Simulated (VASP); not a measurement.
# C (Fmmm) in VASP: further runs

The runs below take C through single point, with PBE+D3(BJ).

Program: VASP 6.6.1. These are calculated values, not measurements. Logs are shortened: lines on timing, memory, paths and dates and some standing lists are left out, and cuts for length are marked.

## 1. The cell of the first run

The structure is orthorhombic, space group Fmmm (No. 69). The conventional cell has a = 2.415 Å, b = 4.181 Å, c = 6.657 Å, α = 90.00°, β = 90.00°, γ = 90.00°. Within 1.7 Å of C (site symmetry m2m) lie 3 C at 1.25 to 1.47 Å.

## 2. Single point, PBE+D3(BJ)

File INCAR:

```
SYSTEM = C
PREC = Accurate ; ENCUT = 520
EDIFF = 1E-6 ; ISMEAR = 0
SIGMA = 0.03 ; LREAL = .FALSE.
LASPH = .TRUE. ; NELM = 60
ALGO = Normal ; ISIF = 2
LWAVE = .FALSE. ; LCHARG = .FALSE.
GGA = PE ; IVDW = 12
NBANDS = 11
```

File KPOINTS:

```
regular mesh
0
G
  16 16 16
  0 0 0
```

File POSCAR:

```
C
1.0
    0.0000000000      2.0905313474      3.3285103516
    1.2076129663      0.0000000000      3.3285103516
    1.2076129663      2.0905313474      0.0000000000
C
2
Direct
    0.1491248011      0.8508751989      0.1491248011
    0.8508751989      0.1491248011      0.8508751989
```

Potentials or basis: VASP PAW PBE potentials, release 64 (C).

Started as:

```bash
$ cat potpaw_PBE.64/C/POTCAR > POTCAR
$ mpirun -np 1 vasp_std > vasp.out
```

OUTCAR:

```text
SYSTEM = C
   PREC = Accurate
   ENCUT = 520
   EDIFF = 1E-6
   ISMEAR = 0
   LREAL = .FALSE.
   LASPH = .TRUE.
   NELM = 60
   ISIF = 2
   GGA = PE
   IVDW = 12
 IVDW          = 12

 ion  position               nearest neighbor table
   1  0.149  0.851  0.149-   2 1.25   2 1.47   2 1.47
   2  0.851  0.149  0.851-   1 1.25   1 1.47   1 1.47

  LATTYP: Found a face centered orthorhombic cell.
 ALAT       =     2.4152259326
 B/A-ratio  =     1.7311269469
 C/A-ratio  =     2.7562724519

  Lattice vectors:

 A1 = (   0.0000000000,   2.0905313474,   3.3285103516)
 A2 = (   1.2076129663,   0.0000000000,   3.3285103516)
 A3 = (   1.2076129663,   2.0905313474,   0.0000000000)

Analysis of symmetry for initial positions (statically):
=====================================================================
 Subroutine PRICEL returns:
 Original cell was already a primitive cell.

 Routine SETGRP: Setting up the symmetry group for a
 face centered orthorhombic supercell.

 Subroutine GETGRP returns: Found  8 space group operations
 (whereof  8 operations were pure point group operations)
 out of a pool of  8 trial point group operations.

The static configuration has the point symmetry D_2h.

Analysis of symmetry for dynamics (positions and initial velocities):
=====================================================================
 Subroutine PRICEL returns:
 Original cell was already a primitive cell.

 Routine SETGRP: Setting up the symmetry group for a
 face centered orthorhombic supercell.

 Subroutine GETGRP returns: Found  8 space group operations
 (whereof  8 operations were pure point group operations)
 out of a pool of  8 trial point group operations.

The dynamic configuration has the point symmetry D_2h.

 Subroutine INISYM returns: Found  8 space group operations
 (whereof  8 operations are pure point group operations),
 and found     1 'primitive' translations

----------------------------------------------------------------------------------------

                                     Primitive cell

  volume of cell :      16.8060

  direct lattice vectors                    reciprocal lattice vectors
     0.000000000  2.090531347  3.328510352    -0.414039940  0.239173644  0.150217349
     1.207612966  0.000000000  3.328510352     0.414039940 -0.239173644  0.150217349
     1.207612966  2.090531347  0.000000000     0.414039940  0.239173644 -0.150217349

  length of vectors
     3.930560071  3.540806439  2.414259802     0.501196923  0.501196923  0.501196923

  position of ions in fractional coordinates (direct lattice)
     0.149124801  0.850875199  0.149124801
     0.850875199  0.149124801  0.850875199

  ion indices of the primitive-cell ions
   primitive index   ion index
                 1           1
                 2           2

----------------------------------------------------------------------------------------

 KPOINTS: regular mesh

Automatic generation of k-mesh.
 Grid dimensions read from file:
 generate k-points for:   16   16   16

 Generating k-lattice:

  Cartesian coordinates                     Fractional coordinates (reciprocal lattice)
    -0.025877496  0.014948353  0.009388584     0.062500000  0.000000000  0.000000000
     0.025877496 -0.014948353  0.009388584     0.000000000  0.062500000  0.000000000
     0.025877496  0.014948353 -0.009388584     0.000000000  0.000000000  0.062500000

  Length of vectors
     0.031324808  0.031324808  0.031324808

  Shift w.r.t. Gamma in fractional coordinates (k-lattice)
     0.000000000  0.000000000  0.000000000

 Subroutine IBZKPT returns following result:
 ===========================================

 Found    621 irreducible k-points:

 Following reciprocal coordinates:
            Coordinates               Weight
  0.000000  0.000000  0.000000      1.000000
  0.062500  0.000000  0.000000      8.000000
  0.125000  0.000000  0.000000      8.000000
  0.187500 -0.000000 -0.000000      8.000000
  0.250000  0.000000  0.000000      8.000000
  0.312500 -0.000000  0.000000      8.000000
[... 16 lines left out ...]
 -0.125000  0.062500  0.000000      8.000000
 -0.062500  0.062500  0.000000      4.000000
 [... further k-points ...]
   k-points           NKPTS =    621   k-points in BZ     NKDIM =    621   number of bands    NBANDS=     11
   number of dos      NEDOS =    301   number of ions     NIONS =      2
   total plane-waves  NPLWV =  15120
   dimension x,y,z NGX =    30 NGY =   28 NGZ =   18
   dimension x,y,z NGXF=    60 NGYF=   56 NGZF=   36
   ions per type =               2
   NGX,Y,Z   is equivalent  to a cutoff of  12.69, 13.15, 12.39 a.u.
   NGXF,Y,Z  is equivalent  to a cutoff of  25.38, 26.29, 24.79 a.u.
 SYSTEM =  C
   PREC   = accura    normal or accurate (medium, high low for compatibility)
   ISTART =      0    job   : 0-new  1-cont  2-samecut
   ICHARG =      2    charge: 1-file 2-atom 10-const
   ISPIN  =      1    spin polarized calculation?
   LNONCOLLINEAR =      F non collinear calculations
   LSORBIT =      F    spin-orbit coupling
   LASPH  =      T    aspherical Exc in radial PAW
   ENCUT  =  520.0 eV  38.22 Ry    6.18 a.u.   7.31  6.58  4.49*2*pi/ulx,y,z
   NELM   =     60;   NELMIN=  2; NELMDL= -5     # of ELM steps
   EDIFF  = 0.1E-05   stopping-criterion for ELM
   LREAL  =      F    real-space projection
   EDIFFG = 0.1E-04   stopping-criterion for IOM
   NSW    =      0    number of steps for IOM
   IBRION =     -1    ionic relax: 0-MD 1-quasi-New 2-CG
   NFREE  =      0    steps in history (QN), initial steepest desc. (CG)
   ISIF   =      2    stress and relaxation
   ISYM   =      2    0-nonsym 1-usesym 2-fastsym
   POTIM  = 0.5000    time-step for ionic-motion
   TEBEG  =    0.0;   TEEND  =   0.0 temperature during run
   PSTRESS=    0.0 pullay stress
   NELECT =       8.0000    total number of electrons
   NUPDOWN=      -1.0000    fix difference up-down
   EMIN   =  10.00;   EMAX   =-10.00  energy-range for DOS
   EFERMI =   0.00;   METHOD = LEGACY
   ISMEAR =     0;   SIGMA  =   0.03  broadening in eV -4-tet -1-fermi 0-gaus
   EFERMI_NEDOS =   21; number of points for ismear=-14 and -15
   IALGO  =     38    algorithm
   IMIX   =      4    mixing-type and parameters
     AMIX     =   0.40;   BMIX     =  1.00
     AMIX_MAG =   1.60;   BMIX_MAG =  1.00
  volume/ion in A,a.u.               =       8.40        56.71
  Fermi-wavevector in a.u.,A,eV,Ry     =   1.278253  2.415547 22.230966  1.633930
  Thomas-Fermi vector in A             =   2.410806
   LORBIT       =      0    0 simple, 1 ext, 2 COOP (PROOUT), +10 PAW based schemes
   GGA     = PE    functional components
   LHFCALC =     F    Hartree Fock is set to
   AEXX    =    0.0000 exact exchange contribution
   IVDW    =    12    specifies the selected vdW correction
   LEPSILON=     F    determine dielectric tensor
   LRPA    =     F    only Hartree local field effects (RPA)
 non-spin polarized calculation
 Gauss-broadening in eV      SIGMA  =   0.03
  energy-cutoff  :      520.00
  volume of cell :       16.81
 maximum number of plane-waves:       471
 NGX is ok and might be reduce to    30
   NGX = 15   NGY = 13   NGZ =  9

 number of electron       8.0000000 magnetization

 Free energy of the ion-electron system (eV)
  ---------------------------------------------------
  ext. energy  EPLUGINS =         0.00000000
  ---------------------------------------------------
  free energy    TOTEN  =       -17.58802123 eV

  energy without entropy =      -17.58800246  energy(sigma->0) =      -17.58801185

 E-fermi :   4.6956     XC(G=0): -10.4828

 val. band max:        4.6688597158   @ k =  -0.1250   0.2500   0.3750
 cond. band min:       4.7054685916   @ k =   0.5000   0.0000   0.5000
 fundamental gap:      0.0366088759
 Fermi energy:         4.6956331071

 k-point     1 :       0.0000    0.0000    0.0000
  band No.  band energies     occupation
      1     -15.0643      2.00000
      2      -1.9244      2.00000
      3       0.0422      2.00000
      4       4.5711      2.00000
      5       9.2422      0.00000
      6      10.9771      0.00000
      7      16.4012      0.00000
      8      17.5287      0.00000
      9      19.5268      0.00000
     10      28.4857      0.00000
     11      30.3131      0.00000

 k-point     2 :       0.0625    0.0000    0.0000
  band No.  band energies     occupation
      1     -14.9652      2.00000
      2      -1.8411      2.00000
      3      -0.1451      2.00000
      4       4.1006      2.00000
      5       9.3921      0.00000
      6      11.1833      0.00000
      7      16.8418      0.00000
      8      17.1858      0.00000
      9      19.5951      0.00000
     10      28.8295      0.00000
     11      29.4475      0.00000

 k-point     3 :       0.1250    0.0000    0.0000
  band No.  band energies     occupation
      1     -14.6688      2.00000
      2      -1.5911      2.00000
      3      -0.6769      2.00000
      4       2.9446      2.00000
      5       9.8525      0.00000
      6      11.6284      0.00000
      7      16.2107      0.00000
      8      18.0205      0.00000
      9      19.8689      0.00000
     10      27.5802      0.00000
     11      29.8245      0.00000

 k-point     4 :       0.1875   -0.0000   -0.0000
  band No.  band energies     occupation
      1     -14.1783      2.00000
      2      -1.5218      2.00000
      3      -1.1658      2.00000
      4       1.5588      2.00000
      5      10.6068      0.00000
      6      12.0570      0.00000
      7      14.7779      0.00000
      8      19.6498      0.00000
      9      20.4676      0.00000
     10      25.7405      0.00000
     11      30.2491      0.00000

 k-point     5 :       0.2500    0.0000    0.0000
  band No.  band energies     occupation
      1     -13.4997      2.00000
      2      -2.6650      2.00000
      3      -0.5915      2.00000
      4       0.3152      2.00000
      5      11.4976      0.00000
      6      12.3945      0.00000
      7      13.1622      0.00000
      8      21.2653      0.00000
      9      21.6391      0.00000
     10      24.2156      0.00000
     11      29.0821      0.00000
[... 211 lines left out ...]
 k-point    21 :      -0.2500    0.0625    0.0000
  band No.  band energies     occupation
      1     -12.6782      2.00000
      2      -4.0716      2.00000
      3      -0.5968      2.00000
      4       0.3856      2.00000
      5      11.0745      0.00000
      6      12.0171      0.00000
      7      12.8878      0.00000
      8      22.2326      0.00000
      9      22.9750      0.00000
     10      23.6678      0.00000
     11      28.1146      0.00000

 k-point    22 :      -0.1875    0.0625    0.0000
  band No.  band energies     occupation
      1     -13.5282      2.00000
      2      -2.6589      2.00000
      3      -0.3657      2.00000
      4       0.3206      2.00000
      5      11.1422      0.00000
      6      12.3253      0.00000
      7      13.0119      0.00000
      8      21.3374      0.00000
      9      21.6218      0.00000
     10      24.0451      0.00000
     11      29.0888      0.00000

 k-point    23 :      -0.1250    0.0625    0.0000
  band No.  band energies     occupation
      1     -14.1988      2.00000
      2      -1.5160      2.00000
      3      -1.0027      2.00000
      4       1.5638      2.00000
      5      10.2726      0.00000
      6      12.0410      0.00000
      7      14.7382      0.00000
      8      19.6632      0.00000
      9      20.4622      0.00000
     10      25.6518      0.00000
     11      30.2625      0.00000

 k-point    24 :      -0.0625    0.0625    0.0000
  band No.  band energies     occupation
      1     -14.6796      2.00000
      2      -1.4997      2.00000
      3      -0.6790      2.00000
      4       2.9471      2.00000
      5       9.6693      0.00000
      6      11.6264      0.00000
      7      16.2016      0.00000
      8      18.0248      0.00000
      9      19.8633      0.00000
     10      27.5687      0.00000
     11      29.8254      0.00000

 [... further k-points ...]

------------------------ aborting loop because EDIFF is reached ----------------------------------------

 Edisp (eV)   -0.31348

 E8    (eV) :    -0.0889

  FORCE on cell =-STRESS in cart. coord.  units (eV):
  Direction    XX          YY          ZZ          XY          YZ          ZX
  --------------------------------------------------------------------------------------
  -------------------------------------------------------------------------------------
  Total       2.26510     8.49311    -0.00100    -0.00000     0.00000     0.00000
  in kB     215.94073   809.67964    -0.09578    -0.00000     0.00000     0.00000
  external pressure =      341.84 kB  Pullay stress =        0.00 kB

 VOLUME and BASIS-vectors are now :
 -----------------------------------------------------------------------------
  energy-cutoff  :      520.00
  volume of cell :       16.81
      direct lattice vectors                 reciprocal lattice vectors
     0.000000000  2.090531347  3.328510352    -0.414039940  0.239173644  0.150217349
     1.207612966  0.000000000  3.328510352     0.414039940 -0.239173644  0.150217349
     1.207612966  2.090531347  0.000000000     0.414039940  0.239173644 -0.150217349

 POSITION                                       TOTAL-FORCE (eV/Angst)
 -----------------------------------------------------------------------------------
      1.20761      0.62350      3.32851         0.000000     11.015447      0.000000
      1.20761      3.55756      3.32851         0.000000    -11.015447      0.000000
 -----------------------------------------------------------------------------------
    total drift:                                0.000000      0.000000      0.000000

  FREE ENERGIE OF THE ION-ELECTRON SYSTEM (eV)
  ---------------------------------------------------
  free  energy   TOTEN  =       -17.9014990495 eV

  energy  without entropy=      -17.9014802805  energy(sigma->0) =      -17.90148967
```

Wall time 54 s (1 thread of Intel Xeon 6975P-C (Granite Rapids), shared host); peak memory 0.22 GiB.

Results:

| Item | Value |
| --- | --- |
| Free energy | -17.9015 eV |
| Pressure | 34.2 GPa |
| Largest force | 11.015 eV/Å |
| Band gap on the k mesh | zero (band 4 reaches 5.04 eV, above the bottom of band 5 at 4.42 eV) |
| Dispersion energy per atom | -0.157 eV |

Forces in eV/Å, atoms in the order of the input:
```
C     0.000  11.015   0.000
C     0.000 -11.015   0.000
```

Levels at points of the mesh, in eV from the Fermi level:
```
           k point  band 2  band 3  band 4  band 5  band 6  band 7
(0.00, 0.00, 0.00)   -6.62   -4.65   -0.12    4.55    6.28   11.71
(0.50, 0.00, 0.00)  -12.60   -6.35   -2.70    3.03    7.42   13.16
(0.50, 0.50, 0.00)   -8.59   -4.62   -0.17    6.21   10.83   11.54
(0.50, 0.00, 0.50)  -13.54   -5.27    0.01    1.07    9.12   11.35
(0.00, 0.50, 0.50)  -13.30   -5.33   -1.64   -0.28    8.69   14.85
```

Caveat: pairwise dispersion overbinds metals, which lowers pressure and volume; forces of over 1 eV/Å act on the atoms, so gaps and moduli don't describe the material at rest.

## 3. Single point, PBE+D3(BJ)

File INCAR:

```
SYSTEM = C
ALGO = Normal
EDIFF = 1E-6
ENCUT = 520
GGA = PE
ISIF = 2
ISMEAR = 0
IVDW = 12
LASPH = .TRUE.
LCHARG = .FALSE.
LREAL = .FALSE.
LWAVE = .FALSE.
NBANDS = 11
NELM = 100
PREC = Accurate
SIGMA = 0.03
```

File KPOINTS:

```
k-points
0
G
  16 16 16
  0 0 0
```

File POSCAR:

```
C
1.0
    0.0000000000      2.0905313474      3.3285103516
    1.2076129663      0.0000000000      3.3285103516
    1.2076129663      2.0905313474      0.0000000000
C
2
Direct
    0.2018401999      0.7981598001      0.2018401999
    0.7981598001      0.2018401999      0.7981598001
```

Potentials or basis: VASP PAW PBE potentials, release 64 (C).

Started as:

```bash
$ cat potpaw_PBE.64/C/POTCAR > POTCAR
$ mpirun -np 1 vasp_std > vasp.out
```

Wall time 53 s (1 thread of Intel Xeon 6975P-C (Granite Rapids), shared host); peak memory 0.22 GiB.

The run converged. Its results:

```yaml
Free_energy: -16.7850 eV
Pressure: 50.0 GPa
Largest_force: 9.221 eV/Å
Band_gap_on_the_k_mesh: zero (band 4 reaches 7.39 eV, above the bottom of band 5 at 4.97 eV)
Dispersion_energy_per_atom: -0.159 eV
```

Forces in eV/Å, atoms in the order of the input:
```
C    0.000 -9.221  0.000
C    0.000  9.221  0.000
```

Stress tensor (GPa, compression positive):
```
115.06   0.00   0.00
  0.00  34.72   0.00
  0.00   0.00   0.17
```

Levels at points of the mesh, in eV from the Fermi level:
```tsv
k point	band 2	band 3	band 4	band 5	band 6	band 7
(0.00, 0.00, 0.00)	-7.49	-7.48	1.92	2.95	4.02	12.27
(0.50, 0.00, 0.00)	-14.94	-4.97	-2.03	-0.10	5.10	12.85
(0.50, 0.50, 0.00)	-9.40	-7.51	2.03	3.00	10.00	12.57
(0.50, 0.00, 0.50)	-12.34	-9.36	-3.92	6.10	7.43	10.99
(0.00, 0.50, 0.50)	-12.14	-9.40	-5.14	3.71	7.02	12.94
```

Caveat: pairwise dispersion overbinds metals, which lowers pressure and volume; forces of over 1 eV/Å act on the atoms, so gaps and moduli don't describe the material at rest.
